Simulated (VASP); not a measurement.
# Ti (Fm-3m) in VASP: notebook

Ti is run at these levels: PBEsol; tasks: single point.

Program: VASP 6.6.1. These are calculated values, not measurements. Logs are shortened: lines on timing, memory, paths and dates and some standing lists are left out, and cuts for length are marked.

**1. The cell of the first run**

Symmetry: Fm-3m, No. 225, cubic system. Conventional cell: a = 4.113 Å, b = 4.113 Å, c = 4.113 Å, α = 90.00°, β = 90.00°, γ = 90.00°. Within 3.8 Å of Ti (site symmetry m-3m) lie 12 Ti at 2.91 Å.

**2. Single point, PBEsol**

INCAR reads:

```
SYSTEM = Ti
PREC = Accurate
ENCUT = 520
EDIFF = 1E-7
ISMEAR = -1
SIGMA = 0.1
LREAL = .False.
LASPH = .True.
NELM = 60
ALGO = Normal
ISIF = 2
LWAVE = .False.
LCHARG = .True.
GGA = PS
LELF = .True.
LVHAR = .True.
NBANDS = 12
```

KPOINTS reads:

```
Automatic mesh
0
Gamma
  12 12 12
  0 0 0
```

POSCAR reads:

```
Ti
1.0
    0.0000000000      2.0567135898      2.0567135898
    2.0567135898      0.0000000000      2.0567135898
    2.0567135898      2.0567135898      0.0000000000
Ti
1
Direct
    0.0000000000      0.0000000000      0.0000000000
```

Potentials or basis: VASP PAW PBE potentials, release 64 (Ti_sv).

The run is started by

```sh
> cat potpaw_PBE.64/Ti_sv/POTCAR > POTCAR
> mpirun -np 1 vasp_std > vasp.out
```

OUTCAR:

```text
SYSTEM = Ti
   PREC = Accurate
   ENCUT = 520
   EDIFF = 1E-7
   ISMEAR = -1
   LREAL = .False.
   LASPH = .True.
   NELM = 60
   ISIF = 2
   GGA = PS

 ion  position               nearest neighbor table
   1  0.000  0.000  0.000-

  LATTYP: Found a face centered cubic cell.
 ALAT       =     4.1134271796

  Lattice vectors:

 A1 = (   0.0000000000,   2.0567135898,   2.0567135898)
 A2 = (   2.0567135898,   0.0000000000,   2.0567135898)
 A3 = (   2.0567135898,   2.0567135898,   0.0000000000)

Analysis of symmetry for initial positions (statically):
=====================================================================
 Subroutine PRICEL returns:
 Original cell was already a primitive cell.

 Routine SETGRP: Setting up the symmetry group for a
 face centered cubic supercell.

 Subroutine GETGRP returns: Found 48 space group operations
 (whereof 48 operations were pure point group operations)
 out of a pool of 48 trial point group operations.

The static configuration has the point symmetry O_h .

Analysis of symmetry for dynamics (positions and initial velocities):
=====================================================================
 Subroutine PRICEL returns:
 Original cell was already a primitive cell.

 Routine SETGRP: Setting up the symmetry group for a
 face centered cubic supercell.

 Subroutine GETGRP returns: Found 48 space group operations
 (whereof 48 operations were pure point group operations)
 out of a pool of 48 trial point group operations.

The dynamic configuration has the point symmetry O_h .

 Subroutine INISYM returns: Found 48 space group operations
 (whereof 48 operations are pure point group operations),
 and found     1 'primitive' translations

----------------------------------------------------------------------------------------

                                     Primitive cell

  volume of cell :      17.4001

  direct lattice vectors                    reciprocal lattice vectors
     0.000000000  2.056713590  2.056713590    -0.243106285  0.243106285  0.243106285
     2.056713590  0.000000000  2.056713590     0.243106285 -0.243106285  0.243106285
     2.056713590  2.056713590  0.000000000     0.243106285  0.243106285 -0.243106285

  length of vectors
     2.908632253  2.908632253  2.908632253     0.421072437  0.421072437  0.421072437

  position of ions in fractional coordinates (direct lattice)
     0.000000000  0.000000000  0.000000000

  ion indices of the primitive-cell ions
   primitive index   ion index
                 1           1

----------------------------------------------------------------------------------------

 KPOINTS: Automatic mesh

Automatic generation of k-mesh.
 Grid dimensions read from file:
 generate k-points for:   12   12   12

 Generating k-lattice:

  Cartesian coordinates                     Fractional coordinates (reciprocal lattice)
    -0.020258857  0.020258857  0.020258857     0.083333333  0.000000000  0.000000000
     0.020258857 -0.020258857  0.020258857     0.000000000  0.083333333  0.000000000
     0.020258857  0.020258857 -0.020258857     0.000000000  0.000000000  0.083333333

  Length of vectors
     0.035089370  0.035089370  0.035089370

  Shift w.r.t. Gamma in fractional coordinates (k-lattice)
     0.000000000  0.000000000  0.000000000

 Subroutine IBZKPT returns following result:
 ===========================================

 Found     72 irreducible k-points:

 Following reciprocal coordinates:
            Coordinates               Weight
  0.000000  0.000000  0.000000      1.000000
  0.083333  0.000000  0.000000      8.000000
  0.166667  0.000000  0.000000      8.000000
  0.250000  0.000000  0.000000      8.000000
  0.333333  0.000000  0.000000      8.000000
  0.416667  0.000000  0.000000      8.000000
[... 16 lines left out ...]
  0.500000  0.166667  0.000000     24.000000
 -0.416667  0.166667  0.000000     24.000000
 [... further k-points ...]
   k-points           NKPTS =     72   k-points in BZ     NKDIM =     72   number of bands    NBANDS=     12
   number of dos      NEDOS =    301   number of ions     NIONS =      1
   total plane-waves  NPLWV =  13824
   dimension x,y,z NGX =    24 NGY =   24 NGZ =   24
   dimension x,y,z NGXF=    48 NGYF=   48 NGZF=   48
   ions per type =               1
   NGX,Y,Z   is equivalent  to a cutoff of  13.72, 13.72, 13.72 a.u.
   NGXF,Y,Z  is equivalent  to a cutoff of  27.43, 27.43, 27.43 a.u.
 SYSTEM =  Ti
   PREC   = accura    normal or accurate (medium, high low for compatibility)
   ISTART =      0    job   : 0-new  1-cont  2-samecut
   ICHARG =      2    charge: 1-file 2-atom 10-const
   ISPIN  =      1    spin polarized calculation?
   LNONCOLLINEAR =      F non collinear calculations
   LSORBIT =      F    spin-orbit coupling
   LASPH  =      T    aspherical Exc in radial PAW
   ENCUT  =  520.0 eV  38.22 Ry    6.18 a.u.   5.41  5.41  5.41*2*pi/ulx,y,z
   NELM   =     60;   NELMIN=  2; NELMDL= -5     # of ELM steps
   EDIFF  = 0.1E-06   stopping-criterion for ELM
   LREAL  =      F    real-space projection
   EDIFFG = 0.1E-05   stopping-criterion for IOM
   NSW    =      0    number of steps for IOM
   IBRION =     -1    ionic relax: 0-MD 1-quasi-New 2-CG
   NFREE  =      0    steps in history (QN), initial steepest desc. (CG)
   ISIF   =      2    stress and relaxation
   ISYM   =      2    0-nonsym 1-usesym 2-fastsym
   POTIM  = 0.5000    time-step for ionic-motion
   TEBEG  =    0.0;   TEEND  =   0.0 temperature during run
   PSTRESS=    0.0 pullay stress
   NELECT =      12.0000    total number of electrons
   NUPDOWN=      -1.0000    fix difference up-down
   EMIN   =  10.00;   EMAX   =-10.00  energy-range for DOS
   EFERMI =   0.00;   METHOD = LEGACY
   ISMEAR =    -1;   SIGMA  =   0.10  broadening in eV -4-tet -1-fermi 0-gaus
   EFERMI_NEDOS =   21; number of points for ismear=-14 and -15
   IALGO  =     38    algorithm
   IMIX   =      4    mixing-type and parameters
     AMIX     =   0.40;   BMIX     =  1.00
     AMIX_MAG =   1.60;   BMIX_MAG =  1.00
  volume/ion in A,a.u.               =      17.40       117.42
  Fermi-wavevector in a.u.,A,eV,Ry     =   1.446388  2.733277 28.463902  2.092038
  Thomas-Fermi vector in A             =   2.564462
   LORBIT       =      0    0 simple, 1 ext, 2 COOP (PROOUT), +10 PAW based schemes
   GGA     = PS    functional components
   LHFCALC =     F    Hartree Fock is set to
   AEXX    =    0.0000 exact exchange contribution
   IVDW    =     0    specifies the selected vdW correction
   LEPSILON=     F    determine dielectric tensor
   LRPA    =     F    only Hartree local field effects (RPA)
 non-spin polarized calculation
  energy-cutoff  :      520.00
  volume of cell :       17.40
 maximum number of plane-waves:       487
 NGX is ok and might be reduce to    24
   NGX = 11   NGY = 11   NGZ = 11

 number of electron      12.0000002 magnetization

 Free energy of the ion-electron system (eV)
  ---------------------------------------------------
  ext. energy  EPLUGINS =         0.00000000
  ---------------------------------------------------
  free energy    TOTEN  =        -8.30050086 eV

  energy without entropy =       -8.24314151  energy(sigma->0) =       -8.27182118

 E-fermi :   8.0794     XC(G=0): -11.6268

 val. band max:        8.0766100035   @ k =   0.3333   0.0000   0.0000
 cond. band min:       8.0984549763   @ k =  -0.3333   0.4167   0.1667
 fundamental gap:      0.0218449728
 Fermi energy:         8.0793937207

 k-point     1 :       0.0000    0.0000    0.0000
  band No.  band energies     occupation
      1     -48.4014      2.00000
      2     -24.3574      2.00000
      3     -24.3574      2.00000
      4     -24.3574      2.00000
      5       1.9813      2.00000
      6       8.9537      0.00032
      7       8.9537      0.00032
      8       8.9537      0.00032
      9      10.5729      0.00000
     10      10.5729      0.00000
     11      23.3331      0.00000
     12      27.7541      0.00000

 k-point     2 :       0.0833    0.0000    0.0000
  band No.  band energies     occupation
      1     -48.3933      2.00000
      2     -24.4042      2.00000
      3     -24.3633      2.00000
      4     -24.3633      2.00000
      5       2.2049      2.00000
      6       8.8178      0.00124
      7       9.0326      0.00014
      8       9.0326      0.00014
      9      10.5234      0.00000
     10      10.5234      0.00000
     11      23.4972      0.00000
     12      26.2114      0.00000

 k-point     3 :       0.1667    0.0000    0.0000
  band No.  band energies     occupation
      1     -48.3708      2.00000
      2     -24.5306      2.00000
      3     -24.3792      2.00000
      4     -24.3792      2.00000
      5       2.8407      2.00000
      6       8.4890      0.03274
      7       9.1895      0.00003
      8       9.1895      0.00003
      9      10.4701      0.00000
     10      10.4701      0.00000
     11      23.1256      0.00000
     12      24.4749      0.00000
[... 286 lines left out ...]
 k-point    23 :       0.5000    0.1667    0.0000
  band No.  band energies     occupation
      1     -48.2678      2.00000
      2     -24.9613      2.00000
      3     -24.5441      2.00000
      4     -24.4819      2.00000
      5       6.0219      2.00000
      6       7.5870      1.98556
      7       8.5745      0.01405
      8       9.3996      0.00000
      9      11.6972      0.00000
     10      12.5859      0.00000
     11      16.5128      0.00000
     12      22.3274      0.00000

 k-point    24 :      -0.4167    0.1667    0.0000
  band No.  band energies     occupation
      1     -48.2657      2.00000
      2     -24.9672      2.00000
      3     -24.5662      2.00000
      4     -24.4682      2.00000
      5       6.1132      2.00000
      6       7.6983      1.95670
      7       8.5614      0.01601
      8       9.3315      0.00001
      9      11.4346      0.00000
     10      12.9594      0.00000
     11      16.2552      0.00000
     12      21.9097      0.00000

 [... further k-points ...]

------------------------ aborting loop because EDIFF is reached ----------------------------------------

  FORCE on cell =-STRESS in cart. coord.  units (eV):
  Direction    XX          YY          ZZ          XY          YZ          ZX
  --------------------------------------------------------------------------------------
  -------------------------------------------------------------------------------------
  Total       -0.4854139     -0.4854139     -0.4854139      0.0000000     -0.0000000      0.0000000
  in kB      -44.6962772    -44.6962772    -44.6962772      0.0000000     -0.0000000      0.0000000
  external PRESSURE =     -44.6962772 kB  Pullay stress =       0.0000000 kB

 VOLUME and BASIS-vectors are now :
 -----------------------------------------------------------------------------
  energy-cutoff  :      520.00
  volume of cell :       17.40
      direct lattice vectors                 reciprocal lattice vectors
     0.000000000  2.056713590  2.056713590    -0.243106285  0.243106285  0.243106285
     2.056713590  0.000000000  2.056713590     0.243106285 -0.243106285  0.243106285
     2.056713590  2.056713590  0.000000000     0.243106285  0.243106285 -0.243106285

 POSITION                                       TOTAL-FORCE (eV/Angst)
 -----------------------------------------------------------------------------------
      0.00000      0.00000      0.00000         0.000000     -0.000000     -0.000000
 -----------------------------------------------------------------------------------
    total drift:                               -0.000000      0.000000      0.000000

  FREE ENERGIE OF THE ION-ELECTRON SYSTEM (eV)
  ---------------------------------------------------
  free  energy   TOTEN  =        -8.3005008615 eV

  energy  without entropy=       -8.2431415079  energy(sigma->0) =       -8.27182118
```

Run time: 22 s. Hardware: 1 thread of Intel Xeon 8259CL, shared host; peak memory 0.14 GiB.

Results:

| Quantity | Value |
| --- | --- |
| Free energy | -8.3005 eV |
| Pressure | -4.5 GPa |
| Band gap on the k mesh | zero (band 6 reaches 8.95 eV, above the bottom of band 7 at 7.70 eV) |

Caveat: the PAW data sets were made with another functional, which shifts forces and pressure a little.

**3. Single point, PBEsol**

This run uses another cell than the first one, of 17.73 Å³/atom, 1.019 times its volume.

INCAR reads:

```
SYSTEM = Ti
PREC = Accurate
ENCUT = 520
EDIFF = 1E-6
ISMEAR = -1
SIGMA = 0.1
LREAL = .False.
LASPH = .True.
NELM = 100
ALGO = Normal
ISIF = 2
LWAVE = .False.
LCHARG = .False.
GGA = PS
NBANDS = 12
```

KPOINTS is that of step 2.

POSCAR reads:

```
Ti
1.0
    0.0000000000      2.0698140295      2.0698140295
    2.0698140295      0.0000000000      2.0698140295
    2.0698140295      2.0698140295      0.0000000000
Ti
1
Direct
    0.0000000000      0.0000000000      0.0000000000
```

Potentials or basis: VASP PAW PBE potentials, release 64 (Ti_sv).

The run is started by

```sh
> cat potpaw_PBE.64/Ti_sv/POTCAR > POTCAR
> mpirun -np 1 vasp_std > vasp.out
```

Run time: 20 s. Hardware: 1 thread of Intel Xeon 8259CL, shared host; peak memory 0.15 GiB.

Results (log left out):

```
Free energy            : -8.2894 eV
Pressure               : -6.3 GPa
Band gap on the k mesh : zero (band 6 reaches 8.74 eV, above the bottom of band 7 at 7.51 eV)
```

Levels at points of the mesh, in eV from the Fermi level:
```
           k point  band 4  band 5  band 6  band 7  band 8  band 9
(0.00, 0.00, 0.00)  -32.49   -6.05    0.86    0.86    0.86    2.44
(0.50, 0.00, 0.00)  -32.57   -2.55    0.59    0.74    0.74    3.49
(0.50, 0.50, 0.00)  -32.71   -2.52   -1.66    2.74    3.48    3.77
```

Caveat: the PAW data sets were made with another functional, which shifts forces and pressure a little.
